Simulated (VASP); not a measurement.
# GaN (P6_3mc) in VASP: a series of runs

GaN is run at these levels: r2SCAN; tasks: single point.

Program: VASP 6.6.1. These are calculated values, not measurements. Logs are shortened: lines on timing, memory, paths and dates and some standing lists are left out, and cuts for length are marked.

## 1. The cell of the first run

The structure is hexagonal, space group P6_3mc (No. 186). The conventional cell has a = 3.162 Å, b = 3.162 Å, c = 5.149 Å, α = 90.00°, β = 90.00°, γ = 120.00°. Ga (site symmetry 3m) has 4 N at 1.93 to 1.94 Å within 2.6 Å. Within 2.6 Å of N (site symmetry 3m) lie 4 Ga at 1.93 to 1.94 Å.

## 2. Single point, r2SCAN

The input, POSCAR:

```
GaN
1.0
    3.1619129612      0.0000000000      0.0000000000
   -1.5809564806      2.7382969490      0.0000000000
    0.0000000000      0.0000000000      5.1490860600
Ga N
2 2
Direct
    0.3333333333      0.6666666667     -0.0008901400
    0.6666666667      0.3333333333      0.4991098600
    0.3333333333      0.6666666667      0.3758901400
    0.6666666667      0.3333333333      0.8758901400
```

The input, INCAR.step1:

```
PREC = Accurate
ENCUT = 520
ISMEAR = -1
SIGMA = 0.02
LREAL = F
LASPH = T
NELM = 100
NBANDS = 26
GGA = PE
ALGO = Normal
EDIFF = 1E-4
LWAVE = T
LCHARG = F
```

The input, INCAR.step2:

```
PREC = Accurate
ENCUT = 520
EDIFF = 1E-7
ISMEAR = -1
SIGMA = 0.02
LREAL = F
LASPH = T
NELM = 100
ALGO = Normal
ISIF = 2
LWAVE = F
LCHARG = F
METAGGA = R2SCAN
LMIXTAU = T
NBANDS = 26
ISTART = 1
```

The input, KPOINTS:

```
regular mesh
0
Gamma
  12 12 6
```

Potentials or basis: VASP PAW PBE potentials, release 64 (Ga_d, N).

Command:

```console
> cat potpaw_PBE.64/Ga_d/POTCAR potpaw_PBE.64/N/POTCAR > POTCAR
> cp INCAR.step1 INCAR
> mpirun -np 1 vasp_std > vasp.out
> cp INCAR.step2 INCAR
> mpirun -np 1 vasp_std > vasp.out
```

OUTCAR:

```text
PREC = Accurate
   ENCUT = 520
   EDIFF = 1E-7
   ISMEAR = -1
   LREAL = F
   LASPH = T
   NELM = 100
   ISIF = 2
   METAGGA = R2SCAN
   ISTART = 1

 ion  position               nearest neighbor table
   1  0.333  0.667  0.999-   4 1.93   4 1.93   4 1.93   3 1.94
   2  0.667  0.333  0.499-   3 1.93   3 1.93   3 1.93   4 1.94
   3  0.333  0.667  0.376-   2 1.93   2 1.93   2 1.93   1 1.94
   4  0.667  0.333  0.876-   1 1.93   1 1.93   1 1.93   2 1.94

  LATTYP: Found a hexagonal cell.
 ALAT       =     3.1619129612
 C/A-ratio  =     1.6284717901

  Lattice vectors:

 A1 = (   3.1619129612,   0.0000000000,   0.0000000000)
 A2 = (  -1.5809564806,   2.7382969490,   0.0000000000)
 A3 = (   0.0000000000,   0.0000000000,   5.1490860600)

Analysis of symmetry for initial positions (statically):
=====================================================================
 Subroutine PRICEL returns:
 Original cell was already a primitive cell.

 Routine SETGRP: Setting up the symmetry group for a
 hexagonal supercell.

 Subroutine GETGRP returns: Found 12 space group operations
 (whereof  6 operations were pure point group operations)
 out of a pool of 24 trial point group operations.

The static configuration has the point symmetry C_3v.
 The point group associated with its full space group is C_6v.

Analysis of symmetry for dynamics (positions and initial velocities):
=====================================================================
 Subroutine PRICEL returns:
 Original cell was already a primitive cell.

 Routine SETGRP: Setting up the symmetry group for a
 hexagonal supercell.

 Subroutine GETGRP returns: Found 12 space group operations
 (whereof  6 operations were pure point group operations)
 out of a pool of 24 trial point group operations.

The dynamic configuration has the point symmetry C_3v.
 The point group associated with its full space group is C_6v.

 Subroutine INISYM returns: Found 12 space group operations
 (whereof  6 operations are pure point group operations),
 and found     1 'primitive' translations

----------------------------------------------------------------------------------------

                                     Primitive cell

  volume of cell :      44.5821

  direct lattice vectors                    reciprocal lattice vectors
     3.161912961  0.000000000  0.000000000     0.316264240  0.182595244  0.000000000
    -1.580956481  2.738296949  0.000000000     0.000000000  0.365190488  0.000000000
     0.000000000  0.000000000  5.149086060     0.000000000  0.000000000  0.194209222

  length of vectors
     3.161912961  3.161912961  5.149086060     0.365190488  0.365190488  0.194209222

  position of ions in fractional coordinates (direct lattice)
     0.333333333  0.666666667  0.999109860
     0.666666667  0.333333333  0.499109860
     0.333333333  0.666666667  0.375890140
     0.666666667  0.333333333  0.875890140

  ion indices of the primitive-cell ions
   primitive index   ion index
                 1           1
                 2           2
                 3           3
                 4           4

----------------------------------------------------------------------------------------

 KPOINTS: regular mesh

Automatic generation of k-mesh.
 Grid dimensions read from file:
 generate k-points for:   12   12    6

 Generating k-lattice:

  Cartesian coordinates                     Fractional coordinates (reciprocal lattice)
     0.026355353  0.015216270  0.000000000     0.083333333 -0.000000000  0.000000000
     0.000000000  0.030432541  0.000000000     0.000000000  0.083333333  0.000000000
     0.000000000  0.000000000  0.032368204     0.000000000  0.000000000  0.166666667

  Length of vectors
     0.030432541  0.030432541  0.032368204

  Shift w.r.t. Gamma in fractional coordinates (k-lattice)
     0.000000000  0.000000000  0.000000000

 Subroutine IBZKPT returns following result:
 ===========================================

 Found     76 irreducible k-points:

 Following reciprocal coordinates:
            Coordinates               Weight
  0.000000  0.000000  0.000000      1.000000
  0.083333  0.000000  0.000000      6.000000
  0.166667  0.000000  0.000000      6.000000
  0.250000  0.000000  0.000000      6.000000
  0.333333  0.000000  0.000000      6.000000
  0.416667  0.000000  0.000000      6.000000
[... 16 lines left out ...]
  0.250000  0.000000  0.166667     12.000000
  0.333333  0.000000  0.166667     12.000000
 [... further k-points ...]
   k-points           NKPTS =     76   k-points in BZ     NKDIM =     76   number of bands    NBANDS=     26
   number of dos      NEDOS =    301   number of ions     NIONS =      4
   total plane-waves  NPLWV =  23040
   dimension x,y,z NGX =    24 NGY =   24 NGZ =   40
   dimension x,y,z NGXF=    48 NGYF=   48 NGZF=   80
   ions per type =               2   2
   NGX,Y,Z   is equivalent  to a cutoff of  12.62, 12.62, 12.91 a.u.
   NGXF,Y,Z  is equivalent  to a cutoff of  25.24, 25.24, 25.83 a.u.
 SYSTEM =  unknown system
   PREC   = accura    normal or accurate (medium, high low for compatibility)
   ISTART =      1    job   : 0-new  1-cont  2-samecut
   ICHARG =      0    charge: 1-file 2-atom 10-const
   ISPIN  =      1    spin polarized calculation?
   LNONCOLLINEAR =      F non collinear calculations
   LSORBIT =      F    spin-orbit coupling
   LASPH  =      T    aspherical Exc in radial PAW
   ENCUT  =  520.0 eV  38.22 Ry    6.18 a.u.   5.88  5.88  9.57*2*pi/ulx,y,z
   NELM   =    100;   NELMIN=  2; NELMDL=  0     # of ELM steps
   EDIFF  = 0.1E-06   stopping-criterion for ELM
   LREAL  =      F    real-space projection
   EDIFFG = 0.1E-05   stopping-criterion for IOM
   NSW    =      0    number of steps for IOM
   IBRION =     -1    ionic relax: 0-MD 1-quasi-New 2-CG
   NFREE  =      0    steps in history (QN), initial steepest desc. (CG)
   ISIF   =      2    stress and relaxation
   ISYM   =      2    0-nonsym 1-usesym 2-fastsym
   POTIM  = 0.5000    time-step for ionic-motion
   TEBEG  =    0.0;   TEEND  =   0.0 temperature during run
   PSTRESS=    0.0 pullay stress
   NELECT =      36.0000    total number of electrons
   NUPDOWN=      -1.0000    fix difference up-down
   EMIN   =  10.00;   EMAX   =-10.00  energy-range for DOS
   EFERMI =   0.00;   METHOD = LEGACY
   ISMEAR =    -1;   SIGMA  =   0.02  broadening in eV -4-tet -1-fermi 0-gaus
   EFERMI_NEDOS =   21; number of points for ismear=-14 and -15
   IALGO  =     38    algorithm
   IMIX   =      4    mixing-type and parameters
     AMIX     =   0.40;   BMIX     =  1.00
     AMIX_MAG =   1.60;   BMIX_MAG =  1.00
  volume/ion in A,a.u.               =      11.15        75.21
  Fermi-wavevector in a.u.,A,eV,Ry     =   1.524481  2.880852 31.620532  2.324044
  Thomas-Fermi vector in A             =   2.632782
   LORBIT       =      0    0 simple, 1 ext, 2 COOP (PROOUT), +10 PAW based schemes
   METAGGA = R2SCAN    functional components
   LHFCALC =     F    Hartree Fock is set to
   AEXX    =    0.0000 exact exchange contribution
   IVDW    =     0    specifies the selected vdW correction
   LEPSILON=     F    determine dielectric tensor
   LRPA    =     F    only Hartree local field effects (RPA)
 non-spin polarized calculation
  energy-cutoff  :      520.00
  volume of cell :       44.58
 maximum number of plane-waves:      1212
 NGX is ok and might be reduce to    24
   NGX = 11   NGY = 11   NGZ = 19

 number of electron      36.0000024 magnetization

 Free energy of the ion-electron system (eV)
  ---------------------------------------------------
  ext. energy  EPLUGINS =         0.00000000
  ---------------------------------------------------
  free energy    TOTEN  =       -43.80240196 eV

  energy without entropy =      -43.80240196  energy(sigma->0) =      -43.80240196

 E-fermi :   5.7643     XC(G=0): -12.7826

 val. band max:        5.3228078645   @ k =   0.0000   0.0000   0.0000
 cond. band min:       7.8056454092   @ k =   0.0000   0.0000   0.0000
 fundamental gap:      2.4828375448
 Fermi energy:         5.7642606316

 k-point     1 :       0.0000    0.0000    0.0000
  band No.  band energies     occupation
      1     -11.6662      2.00000
      2     -10.5983      2.00000
      3      -8.5220      2.00000
      4      -8.5054      2.00000
      5      -8.5054      2.00000
      6      -8.4325      2.00000
[... 18 lines left out ...]
     25      17.9665      0.00000
     26      17.9666      0.00000

 k-point     2 :       0.0833    0.0000    0.0000
  band No.  band energies     occupation
      1     -11.5941      2.00000
      2     -10.5765      2.00000
      3      -8.5154      2.00000
      4      -8.4941      2.00000
      5      -8.4823      2.00000
      6      -8.4236      2.00000
[... 18 lines left out ...]
     25      17.6046      0.00000
     26      18.1365      0.00000

 k-point     3 :       0.1667    0.0000    0.0000
  band No.  band energies     occupation
      1     -11.3953      2.00000
      2     -10.5213      2.00000
      3      -8.4889      2.00000
      4      -8.4664      2.00000
      5      -8.4206      2.00000
      6      -8.3856      2.00000
[... 18 lines left out ...]
     25      17.6356      0.00000
     26      18.5269      0.00000

 k-point     4 :       0.2500    0.0000    0.0000
  band No.  band energies     occupation
      1     -11.1233      2.00000
      2     -10.4578      2.00000
      3      -8.4596      2.00000
      4      -8.4375      2.00000
      5      -8.3629      2.00000
      6      -8.3191      2.00000
[... 18 lines left out ...]
     25      17.6278      0.00000
     26      19.0588      0.00000

 k-point     5 :       0.3333    0.0000    0.0000
  band No.  band energies     occupation
      1     -10.8598      2.00000
      2     -10.4091      2.00000
      3      -8.4431      2.00000
      4      -8.4207      2.00000
      5      -8.3235      2.00000
      6      -8.2644      2.00000
[... 18 lines left out ...]
     25      17.8144      0.00000
     26      19.5386      0.00000

 k-point     6 :       0.4167    0.0000    0.0000
  band No.  band energies     occupation
      1     -10.6784      2.00000
      2     -10.3850      2.00000
      3      -8.4407      2.00000
      4      -8.4155      2.00000
      5      -8.3046      2.00000
      6      -8.2464      2.00000
[... 427 lines left out ...]
 k-point    21 :       0.0833    0.0000    0.1667
  band No.  band energies     occupation
      1     -11.5119      2.00000
      2     -10.6199      2.00000
      3      -8.5044      2.00000
      4      -8.4915      2.00000
      5      -8.4693      2.00000
      6      -8.4307      2.00000
[... 18 lines left out ...]
     25      17.4470      0.00000
     26      17.8623      0.00000

 k-point    22 :       0.1667    0.0000    0.1667
  band No.  band energies     occupation
      1     -11.3206      2.00000
      2     -10.5558      2.00000
      3      -8.4835      2.00000
      4      -8.4622      2.00000
      5      -8.4185      2.00000
      6      -8.3836      2.00000
[... 18 lines left out ...]
     25      17.2372      0.00000
     26      18.2975      0.00000

 k-point    23 :       0.2500    0.0000    0.1667
  band No.  band energies     occupation
      1     -11.0612      2.00000
      2     -10.4807      2.00000
      3      -8.4588      2.00000
      4      -8.4302      2.00000
      5      -8.3760      2.00000
      6      -8.3276      2.00000
[... 18 lines left out ...]
     25      17.3549      0.00000
     26      18.8829      0.00000

 k-point    24 :       0.3333    0.0000    0.1667
  band No.  band energies     occupation
      1     -10.8133      2.00000
      2     -10.4216      2.00000
      3      -8.4465      2.00000
      4      -8.4098      2.00000
      5      -8.3414      2.00000
      6      -8.2736      2.00000
[... 18 lines left out ...]
     25      17.5896      0.00000
     26      19.4692      0.00000

 [... further k-points ...]

------------------------ aborting loop because EDIFF is reached ----------------------------------------

  FORCE on cell =-STRESS in cart. coord.  units (eV):
  Direction    XX          YY          ZZ          XY          YZ          ZX
  --------------------------------------------------------------------------------------
  -------------------------------------------------------------------------------------
  Total        1.4883668      1.4883668      1.4289868      0.0000000      0.0000000      0.0000000
  in kB       53.4884426     53.4884426     51.3544650      0.0000000      0.0000000      0.0000000
  external PRESSURE =      52.7771167 kB  Pullay stress =       0.0000000 kB

 VOLUME and BASIS-vectors are now :
 -----------------------------------------------------------------------------
  energy-cutoff  :      520.00
  volume of cell :       44.58
      direct lattice vectors                 reciprocal lattice vectors
     3.161912961  0.000000000  0.000000000     0.316264240  0.182595244  0.000000000
    -1.580956481  2.738296949  0.000000000     0.000000000  0.365190488  0.000000000
     0.000000000  0.000000000  5.149086060     0.000000000  0.000000000  0.194209222

 POSITION                                       TOTAL-FORCE (eV/Angst)
 -----------------------------------------------------------------------------------
     -0.00000      1.82553      5.14450        -0.000000      0.000000      0.009150
      1.58096      0.91277      2.56996         0.000000     -0.000000      0.009150
     -0.00000      1.82553      1.93549        -0.000000      0.000000     -0.009150
      1.58096      0.91277      4.51003        -0.000000     -0.000000     -0.009150
 -----------------------------------------------------------------------------------
    total drift:                                0.000002      0.000004      0.037587

  FREE ENERGIE OF THE ION-ELECTRON SYSTEM (eV)
  ---------------------------------------------------
  free  energy   TOTEN  =       -43.8024019642 eV

  energy  without entropy=      -43.8024019642  energy(sigma->0) =      -43.80240196
```

Run time: 4.3 min. Hardware: 1 thread of Intel Xeon Platinum 8375C at 2.90GHz (Ice Lake), shared host; peak memory 0.21 GiB.

Results:

```yaml
Free_energy: -43.8024 eV
Pressure: 5.3 GPa
Largest_force: 0.009 eV/Å
Band_gap_on_the_k_mesh: 2.48 eV
```

Forces on the atoms (eV/Å):
```
Ga   0.000  0.000  0.009
Ga   0.000  0.000  0.009
N    0.000  0.000 -0.009
N    0.000  0.000 -0.009
```

Stress tensor (GPa, compression positive):
```
5.35 0.00 0.00
0.00 5.35 0.00
0.00 0.00 5.14
```

Levels at points of the mesh, in eV from the valence-band top:
```tsv
k point	band 15	band 16	band 17	band 18	band 19	band 20	band 21	band 22
(0.00, 0.00, 0.00)	-1.09	-0.04	0.00	0.00	2.48	4.95	10.08	10.71
(0.50, 0.00, 0.00)	-4.39	-2.91	-2.30	-1.06	5.64	6.24	6.61	9.53
(0.00, 0.00, 0.50)	-0.56	-0.56	-0.56	-0.56	4.90	4.90	9.29	9.29
(0.50, 0.00, 0.50)	-2.06	-2.06	-2.00	-2.00	4.96	4.96	8.55	8.55
```

Caveat: the cell stands under pressure; the PAW data sets were made with another functional, which shifts forces and pressure a little.

[end of part 1 of 2]
